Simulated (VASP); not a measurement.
# NiO2 (Fd-3m) in VASP: a series of runs

Runs on NiO2. Level: r2SCAN. Tasks: single point.

All numbers are computed with VASP 6.6.1; they aren't measurements. Logs are shortened: lines on timing, memory, paths and dates and some standing lists are left out, and cuts for length are marked.

## Step 1: The cell of the first run

Symmetry: Fd-3m, No. 227, cubic system. The conventional cell has a = 7.169 Å, b = 7.169 Å, c = 7.169 Å, α = 90.00°, β = 90.00°, γ = 90.00°. Within 2.1 Å of Ni (site symmetry -43m) lie 4 O at 1.55 Å. Within 2.1 Å of O (site symmetry -3m) lie 2 Ni at 1.55 Å.

## Step 2: Single point, r2SCAN, collinear spin, ferromagnetic start

POSCAR reads:

```
NiO2
1.0
    0.0000000000      3.5843072603      3.5843072603
    3.5843072603      0.0000000000      3.5843072603
    3.5843072603      3.5843072603      0.0000000000
Ni O
2 4
Direct
    0.5000000000      0.5000000000      0.5000000000
    0.7500000000      0.7500000000      0.7500000000
    0.6250000000      0.6250000000      0.6250000000
    0.1250000000      0.6250000000      0.6250000000
    0.6250000000      0.6250000000      0.1250000000
    0.6250000000      0.1250000000      0.6250000000
```

INCAR.step1 reads:

```
PREC = Accurate
ENCUT = 520
ISMEAR = 0
SIGMA = 0.1
LREAL = F
LASPH = T
NELM = 150
ISPIN = 2
MAGMOM = 2 2 0 0 0 0
LMAXMIX = 4
NBANDS = 35
GGA = PE
ALGO = Normal
EDIFF = 1E-4
LWAVE = T
LCHARG = F
```

INCAR.step2 reads:

```
PREC = Accurate
ENCUT = 520
EDIFF = 1E-7
ISMEAR = 0
SIGMA = 0.1
LREAL = F
LASPH = T
NELM = 150
ALGO = Normal
ISIF = 2
LWAVE = F
LCHARG = T
ISPIN = 2
MAGMOM = 2 2 0 0 0 0
LORBIT = 11
LMAXMIX = 4
METAGGA = R2SCAN
LMIXTAU = T
LELF = T
LVHAR = T
NBANDS = 35
ISTART = 1
```

KPOINTS reads:

```
regular mesh
0
Gamma
  4 4 4
```

Potentials or basis: VASP PAW PBE potentials, release 64 (Ni, O).

Command:

```sh
cat potpaw_PBE.64/Ni/POTCAR potpaw_PBE.64/O/POTCAR > POTCAR
cp INCAR.step1 INCAR
mpirun -np 1 vasp_std > vasp.out
cp INCAR.step2 INCAR
mpirun -np 1 vasp_std > vasp.out
```

OUTCAR:

```text
PREC = Accurate
   ENCUT = 520
   EDIFF = 1E-7
   ISMEAR = 0
   LREAL = F
   LASPH = T
   NELM = 150
   ISIF = 2
   ISPIN = 2
   LORBIT = 11
   METAGGA = R2SCAN
   ISTART = 1

 ion  position               nearest neighbor table
   1  0.500  0.500  0.500-   3 1.55   4 1.55   5 1.55   6 1.55
   2  0.750  0.750  0.750-   3 1.55   4 1.55   5 1.55   6 1.55
   3  0.625  0.625  0.625-   1 1.55   2 1.55
   4  0.125  0.625  0.625-   1 1.55   2 1.55
   5  0.625  0.625  0.125-   1 1.55   2 1.55
   6  0.625  0.125  0.625-   1 1.55   2 1.55

  LATTYP: Found a face centered cubic cell.
 ALAT       =     7.1686145206

  Lattice vectors:

 A1 = (   0.0000000000,   3.5843072603,   3.5843072603)
 A2 = (   3.5843072603,   0.0000000000,   3.5843072603)
 A3 = (   3.5843072603,   3.5843072603,   0.0000000000)

Analysis of symmetry for initial positions (statically):
=====================================================================
 Subroutine PRICEL returns:
 Original cell was already a primitive cell.

 Routine SETGRP: Setting up the symmetry group for a
 face centered cubic supercell.

 Subroutine GETGRP returns: Found 48 space group operations
 (whereof 24 operations were pure point group operations)
 out of a pool of 48 trial point group operations.

The static configuration has the point symmetry T_d .
 The point group associated with its full space group is O_h .

Analysis of symmetry for dynamics (positions and initial velocities):
=====================================================================
 Subroutine PRICEL returns:
 Original cell was already a primitive cell.

 Routine SETGRP: Setting up the symmetry group for a
 face centered cubic supercell.

 Subroutine GETGRP returns: Found 48 space group operations
 (whereof 24 operations were pure point group operations)
 out of a pool of 48 trial point group operations.

The dynamic configuration has the point symmetry T_d .
 The point group associated with its full space group is O_h .

Analysis of structural, dynamic, and magnetic symmetry:
=====================================================================
 Subroutine PRICEL returns:
 Original cell was already a primitive cell.

 Routine SETGRP: Setting up the symmetry group for a
 face centered cubic supercell.

 Subroutine GETGRP returns: Found 48 space group operations
 (whereof 24 operations were pure point group operations)
 out of a pool of 48 trial point group operations.

The overall configuration has the point symmetry T_d .
 The point group associated with its full space group is O_h .

 Subroutine INISYM returns: Found 48 space group operations
 (whereof 24 operations are pure point group operations),
 and found     1 'primitive' translations

----------------------------------------------------------------------------------------

                                     Primitive cell

  volume of cell :      92.0970

  direct lattice vectors                    reciprocal lattice vectors
     0.000000000  3.584307260  3.584307260    -0.139496969  0.139496969  0.139496969
     3.584307260  0.000000000  3.584307260     0.139496969 -0.139496969  0.139496969
     3.584307260  3.584307260  0.000000000     0.139496969  0.139496969 -0.139496969

  length of vectors
     5.068975939  5.068975939  5.068975939     0.241615838  0.241615838  0.241615838

  position of ions in fractional coordinates (direct lattice)
     0.500000000  0.500000000  0.500000000
     0.750000000  0.750000000  0.750000000
     0.625000000  0.625000000  0.625000000
     0.125000000  0.625000000  0.625000000
     0.625000000  0.625000000  0.125000000
     0.625000000  0.125000000  0.625000000

  ion indices of the primitive-cell ions
   primitive index   ion index
                 1           1
                 2           2
                 3           3
                 4           4
                 5           5
                 6           6

----------------------------------------------------------------------------------------

 KPOINTS: regular mesh

Automatic generation of k-mesh.
 Grid dimensions read from file:
 generate k-points for:    4    4    4

 Generating k-lattice:

  Cartesian coordinates                     Fractional coordinates (reciprocal lattice)
    -0.034874242  0.034874242  0.034874242     0.250000000  0.000000000  0.000000000
     0.034874242 -0.034874242  0.034874242     0.000000000  0.250000000  0.000000000
     0.034874242  0.034874242 -0.034874242     0.000000000  0.000000000  0.250000000

  Length of vectors
     0.060403960  0.060403960  0.060403960

  Shift w.r.t. Gamma in fractional coordinates (k-lattice)
     0.000000000  0.000000000  0.000000000

 Subroutine IBZKPT returns following result:
 ===========================================

 Found      8 irreducible k-points:

 Following reciprocal coordinates:
            Coordinates               Weight
  0.000000  0.000000  0.000000      1.000000
  0.250000  0.000000  0.000000      8.000000
  0.500000  0.000000  0.000000      4.000000
  0.250000  0.250000  0.000000      6.000000
  0.500000  0.250000  0.000000     24.000000
 -0.250000  0.250000  0.000000     12.000000
  0.500000  0.500000  0.000000      3.000000
 -0.250000  0.500000  0.250000      6.000000
   k-points           NKPTS =      8   k-points in BZ     NKDIM =      8   number of bands    NBANDS=     35
   number of dos      NEDOS =    301   number of ions     NIONS =      6
   total plane-waves  NPLWV =  64000
   dimension x,y,z NGX =    40 NGY =   40 NGZ =   40
   dimension x,y,z NGXF=    80 NGYF=   80 NGZF=   80
   ions per type =               2   4
   NGX,Y,Z   is equivalent  to a cutoff of  13.12, 13.12, 13.12 a.u.
   NGXF,Y,Z  is equivalent  to a cutoff of  26.24, 26.24, 26.24 a.u.
 SYSTEM =  unknown system
   PREC   = accura    normal or accurate (medium, high low for compatibility)
   ISTART =      1    job   : 0-new  1-cont  2-samecut
   ICHARG =      0    charge: 1-file 2-atom 10-const
   ISPIN  =      2    spin polarized calculation?
   LNONCOLLINEAR =      F non collinear calculations
   LSORBIT =      F    spin-orbit coupling
   LASPH  =      T    aspherical Exc in radial PAW
   ENCUT  =  520.0 eV  38.22 Ry    6.18 a.u.   9.42  9.42  9.42*2*pi/ulx,y,z
   NELM   =    150;   NELMIN=  2; NELMDL=  0     # of ELM steps
[... 16 lines left out ...]
   EFERMI_NEDOS =   21; number of points for ismear=-14 and -15
   IALGO  =     38    algorithm
   IMIX   =      4    mixing-type and parameters
     AMIX     =   0.40;   BMIX     =  1.00
     AMIX_MAG =   1.60;   BMIX_MAG =  1.00
  volume/ion in A,a.u.               =      15.35       103.58
  Fermi-wavevector in a.u.,A,eV,Ry     =   1.279805  2.418481 22.284996  1.637901
  Thomas-Fermi vector in A             =   2.412269
   LORBIT       =     11    0 simple, 1 ext, 2 COOP (PROOUT), +10 PAW based schemes
   METAGGA = R2SCAN    functional components
   LHFCALC =     F    Hartree Fock is set to
   AEXX    =    0.0000 exact exchange contribution
   IVDW    =     0    specifies the selected vdW correction
   LEPSILON=     F    determine dielectric tensor
   LRPA    =     F    only Hartree local field effects (RPA)
 spin polarized calculation
 Gauss-broadening in eV      SIGMA  =   0.10
  energy-cutoff  :      520.00
  volume of cell :       92.10
 maximum number of plane-waves:      2493
 NGX is ok and might be reduce to    40
   NGX = 19   NGY = 19   NGZ = 19

 number of electron      43.9999982 magnetization       0.0002722

 number of electron      43.9999982 magnetization      -0.0000655

 Free energy of the ion-electron system (eV)
  ---------------------------------------------------
  ext. energy  EPLUGINS =         0.00000000
  ---------------------------------------------------
  free energy    TOTEN  =       -44.40193601 eV

  energy without entropy =      -44.38345008  energy(sigma->0) =      -44.39269305

 E-fermi :   0.7644     XC(G=0):  -8.6042

 val. band max:        0.7240177424   @ k =  -0.2500   0.2500   0.0000
 cond. band min:       0.8209924828   @ k =   0.2500   0.2500   0.0000
 fundamental gap:      0.0969747405
 Fermi energy:         0.7643729626

 spin component 1

 k-point     1 :       0.0000    0.0000    0.0000
  band No.  band energies     occupation
      1     -20.9844      1.00000
      2     -19.7376      1.00000
      3     -19.7376      1.00000
      4     -19.7376      1.00000
      5      -8.2061      1.00000
      6      -8.2061      1.00000
[... 26 lines left out ...]
     33      14.9831      0.00000
     34      14.9831      0.00000

 k-point     2 :       0.2500    0.0000    0.0000
  band No.  band energies     occupation
      1     -20.8623      1.00000
      2     -19.8805      1.00000
      3     -19.7388      1.00000
      4     -19.7388      1.00000
      5      -8.1860      1.00000
      6      -8.1860      1.00000
[... 26 lines left out ...]
     33      14.4428      0.00000
     34      15.3108      0.00000
[... 183 lines left out ...]
     33      15.6380      0.00000
     34      15.6380      0.00000

 k-point     8 :      -0.2500    0.5000    0.2500
  band No.  band energies     occupation
      1     -20.3859      1.00000
      2     -20.3858      1.00000
      3     -19.7427      1.00000
      4     -19.7427      1.00000
      5      -8.1222      1.00000
      6      -8.1222      1.00000
[... 26 lines left out ...]
     33      15.2176      0.00000
     34      15.2176      0.00000
 Fermi energy:         0.7643729626

 spin component 2

 k-point     1 :       0.0000    0.0000    0.0000
  band No.  band energies     occupation
      1     -20.9844      1.00000
      2     -19.7376      1.00000
      3     -19.7376      1.00000
      4     -19.7376      1.00000
      5      -8.2061      1.00000
      6      -8.2061      1.00000
[... 26 lines left out ...]
     33      14.9830      0.00000
     34      14.9830      0.00000

 k-point     2 :       0.2500    0.0000    0.0000
  band No.  band energies     occupation
      1     -20.8623      1.00000
      2     -19.8805      1.00000
      3     -19.7388      1.00000
      4     -19.7388      1.00000
      5      -8.1861      1.00000
      6      -8.1860      1.00000
[... 26 lines left out ...]
     33      14.4428      0.00000
     34      15.3108      0.00000
[... 183 lines left out ...]
     33      15.6380      0.00000
     34      15.6380      0.00000

 k-point     8 :      -0.2500    0.5000    0.2500
  band No.  band energies     occupation
      1     -20.3859      1.00000
      2     -20.3859      1.00000
      3     -19.7428      1.00000
      4     -19.7427      1.00000
      5      -8.1222      1.00000
      6      -8.1222      1.00000
[... 26 lines left out ...]
     33      15.2176      0.00000
     34      15.2176      0.00000
 [bands above 34 left out]

------------------------ aborting loop because EDIFF is reached ----------------------------------------

  FORCE on cell =-STRESS in cart. coord.  units (eV):
  Direction    XX          YY          ZZ          XY          YZ          ZX
  --------------------------------------------------------------------------------------
  -------------------------------------------------------------------------------------
  Total       32.6255570     32.6255570     32.6255570     -0.0000000      0.0000000      0.0000000
  in kB      567.5744347    567.5744347    567.5744347     -0.0000000      0.0000000      0.0000000
  external PRESSURE =     567.5744347 kB  Pullay stress =       0.0000000 kB

 VOLUME and BASIS-vectors are now :
 -----------------------------------------------------------------------------
  energy-cutoff  :      520.00
  volume of cell :       92.10
      direct lattice vectors                 reciprocal lattice vectors
     0.000000000  3.584307260  3.584307260    -0.139496969  0.139496969  0.139496969
     3.584307260  0.000000000  3.584307260     0.139496969 -0.139496969  0.139496969
     3.584307260  3.584307260  0.000000000     0.139496969  0.139496969 -0.139496969

 POSITION                                       TOTAL-FORCE (eV/Angst)
 -----------------------------------------------------------------------------------
      3.58431      3.58431      3.58431        -0.000000     -0.000000     -0.000000
      5.37646      5.37646      5.37646         0.000000     -0.000000      0.000000
      4.48038      4.48038      4.48038         0.000000      0.000000      0.000000
      4.48038      2.68823      2.68823         0.000000      0.000000      0.000000
      2.68823      2.68823      4.48038         0.000000      0.000000      0.000000
      2.68823      4.48038      2.68823         0.000000      0.000000      0.000000
 -----------------------------------------------------------------------------------
    total drift:                                0.000000      0.000000      0.000000

  FREE ENERGIE OF THE ION-ELECTRON SYSTEM (eV)
  ---------------------------------------------------
  free  energy   TOTEN  =       -44.4019360114 eV

  energy  without entropy=      -44.3834500797  energy(sigma->0) =      -44.39269305

 total charge

# of ion       s       p       d       tot
------------------------------------------
    1        0.786   1.445   8.755  10.986
    2        0.786   1.445   8.755  10.986
    3        1.608   3.548   0.000   5.155
    4        1.608   3.548   0.000   5.155
    5        1.608   3.548   0.000   5.155
    6        1.608   3.548   0.000   5.155
--------------------------------------------------
tot          8.003  17.081  17.510  42.593

 magnetization (x)

# of ion       s       p       d       tot
------------------------------------------
    1        0.000   0.000  -0.000  -0.000
    2        0.000   0.000  -0.000  -0.000
    3       -0.000  -0.000   0.000  -0.000
    4       -0.000  -0.000   0.000  -0.000
    5       -0.000  -0.000   0.000  -0.000
    6       -0.000  -0.000   0.000  -0.000
--------------------------------------------------
tot          0.000  -0.000  -0.000  -0.000
```

Run time: 2.6 min. Hardware: 1 thread of Intel Xeon 6975P-C (Granite Rapids), shared host; peak memory 0.33 GiB.

Results:

```yaml
Free_energy: -44.4019 eV
Pressure: 56.8 GPa
Band_gap_on_the_k_mesh: zero (filled and empty bands overlap)
Net_moment: 0.00 μB per cell
Valence_electrons_inside_the_program's_atomic_spheres: Ni 10.99; O 5.16
```

Caveat: the k points lie up to 0.38 Å⁻¹ apart; the starting moments collapsed, and a magnetic state may lie lower; the PAW data sets were made with another functional, which shifts forces and pressure a little; semilocal functionals often make such compounds metallic where correlation or magnetic order opens a gap, which also shifts bond lengths.

## Step 3: Single point, r2SCAN

This run uses another cell than the first one, of 20.81 Å³/atom, 1.356 times its volume.

POSCAR reads:

```
NiO2
1.0
    0.0000000000      3.9670759981      3.9670759981
    3.9670759981      0.0000000000      3.9670759981
    3.9670759981      3.9670759981      0.0000000000
Ni O
2 4
Direct
    0.0000000000      0.0000000000      0.0000000000
    0.2500000000      0.2500000000      0.2500000000
    0.1250000000      0.1250000000      0.1250000000
    0.6250000000      0.1250000000      0.1250000000
    0.1250000000      0.1250000000      0.6250000000
    0.1250000000      0.6250000000      0.1250000000
```

INCAR.step1 reads:

```
  ALGO = Normal
  EDIFF = 1E-4
  ENCUT = 520
  GGA = PE
  ISMEAR = 0
  LASPH = True
  LCHARG = False
  LREAL = False
  LWAVE = True
  NBANDS = 31
  NELM = 80
  PREC = Accurate
  SIGMA = 0.1
```

INCAR.step2 reads:

```
  ALGO = Normal
  EDIFF = 1E-7
  ENCUT = 520
  ISIF = 2
  ISMEAR = 0
  ISTART = 1
  LASPH = True
  LCHARG = False
  LMIXTAU = True
  LREAL = False
  LWAVE = False
  METAGGA = R2SCAN
  NBANDS = 31
  NELM = 80
  PREC = Accurate
  SIGMA = 0.1
```

KPOINTS reads:

```
k-points
0
Gamma
  8 8 8
```

Potentials or basis: VASP PAW PBE potentials, release 64 (Ni, O).

Command:

```sh
cat potpaw_PBE.64/Ni/POTCAR potpaw_PBE.64/O/POTCAR > POTCAR
cp INCAR.step1 INCAR
mpirun -np 1 vasp_std > vasp.out
cp INCAR.step2 INCAR
mpirun -np 1 vasp_std > vasp.out
```

Wall time 4.1 min (1 thread of Intel Xeon 6975P-C (Granite Rapids), shared host); peak memory 0.33 GiB.

It converged, with:

```yaml
Free_energy: -48.9157 eV
Pressure: 0.7 GPa
Band_gap_on_the_k_mesh: zero (band 22 reaches -1.81 eV, above the bottom of band 23 at -2.20 eV)
```

Levels at points of the mesh, in eV from the Fermi level:
```tsv
k point	band 20	band 21	band 22	band 23	band 24	band 25
(0.00, 0.00, 0.00)	-1.28	-1.28	0.23	0.23	2.04	2.04
(0.50, 0.00, 0.00)	-0.44	-0.29	-0.15	-0.15	-0.04	1.73
(0.50, 0.50, 0.00)	-0.57	-0.28	-0.28	0.42	0.42	1.17
```

Caveat: the PAW data sets were made with another functional, which shifts forces and pressure a little; the run has no spin polarisation, though such a crystal can be magnetic; semilocal functionals often make such compounds metallic where correlation or magnetic order opens a gap, which also shifts bond lengths. With open d or f shells a metallic result of r2SCAN can be an artefact of self-interaction; +U or a hybrid may open a gap.

## Step 4: Single point, r2SCAN, collinear spin, ferromagnetic start

This run uses another cell than the first one, of 20.80 Å³/atom, 1.355 times its volume.

POSCAR reads:

```
NiO2
1.0
    0.0000000000      3.9665575820      3.9665575820
    3.9665575820      0.0000000000      3.9665575820
    3.9665575820      3.9665575820      0.0000000000
Ni O
2 4
Direct
    0.5000000000      0.5000000000      0.5000000000
    0.7500000000      0.7500000000      0.7500000000
    0.6250000000      0.6250000000      0.6250000000
    0.1250000000      0.6250000000      0.6250000000
    0.6250000000      0.6250000000      0.1250000000
    0.6250000000      0.1250000000      0.6250000000
```

INCAR.step1 reads:

```
SYSTEM = NiO2
  PREC = Accurate
  ENCUT = 520
  ISMEAR = 0
  SIGMA = 0.1
  LREAL = .False.
  LASPH = .True.
  NELM = 150
  ISPIN = 2
  MAGMOM = 0.13 0.13 0 0 0 0
  LMAXMIX = 4
  NBANDS = 35
  GGA = PE
  ALGO = Normal
  EDIFF = 1E-4
  LWAVE = .True.
  LCHARG = .False.
```

INCAR.step2 reads:

```
SYSTEM = NiO2
  PREC = Accurate
  ENCUT = 520
  EDIFF = 1E-7
  ISMEAR = 0
  SIGMA = 0.1
  LREAL = .False.
  LASPH = .True.
  NELM = 150
  ALGO = Normal
  ISIF = 2
  LWAVE = .False.
  LCHARG = .False.
  ISPIN = 2
  MAGMOM = 0.13 0.13 0 0 0 0
  LORBIT = 11
  LMAXMIX = 4
  METAGGA = R2SCAN
  LMIXTAU = .True.
  NBANDS = 35
  ISTART = 1
```

KPOINTS reads:

```
regular mesh
0
Gamma
  4 4 4
  0 0 0
```

Command:

```sh
cat potpaw_PBE.64/Ni/POTCAR potpaw_PBE.64/O/POTCAR > POTCAR
cp INCAR.step1 INCAR
mpirun -np 1 vasp_std > vasp.out
cp INCAR.step2 INCAR
mpirun -np 1 vasp_std > vasp.out
```

Wall time 4.1 min (1 thread of Intel Xeon 6975P-C (Granite Rapids), shared host); peak memory 0.38 GiB.

It converged, with:

```
Free energy                                           : -48.9187 eV
Pressure                                              : 0.7 GPa
Band gap on the k mesh                                : zero (filled and empty bands overlap)
Net moment                                            : 0.00 μB per cell
Valence electrons inside the program's atomic spheres : Ni 9.67; O 4.96
```

Levels at points of the mesh, in eV from the Fermi level:
Spin up:
```
           k point  band 20  band 21  band 22  band 23  band 24  band 25
(0.00, 0.00, 0.00)    -1.27    -1.27     0.24     0.24     2.05     2.05
(0.50, 0.00, 0.00)    -0.43    -0.28    -0.14    -0.14    -0.03     1.73
(0.50, 0.50, 0.00)    -0.56    -0.27    -0.27     0.42     0.42     1.17
```
Spin down:
| k point | band 18 | band 19 | band 20 | band 21 | band 22 | band 23 | band 24 | band 25 | band 26 | band 27 |
| --- | --- | --- | --- | --- | --- | --- | --- | --- | --- | --- |
| (0.00, 0.00, 0.00) | -2.25 | -1.27 | -1.27 | -1.27 | 0.24 | 0.24 | 2.05 | 2.05 | 2.05 | 5.46 |
| (0.50, 0.00, 0.00) | -1.27 | -0.43 | -0.43 | -0.28 | -0.14 | -0.14 | -0.03 | 1.73 | 1.73 | 7.56 |
| (0.50, 0.50, 0.00) | -1.88 | -0.56 | -0.56 | -0.27 | -0.27 | 0.42 | 0.42 | 1.17 | 1.17 | 8.15 |

Caveat: the PAW data sets were made with another functional, which shifts forces and pressure a little; semilocal functionals often make such compounds metallic where correlation or magnetic order opens a gap, which also shifts bond lengths.
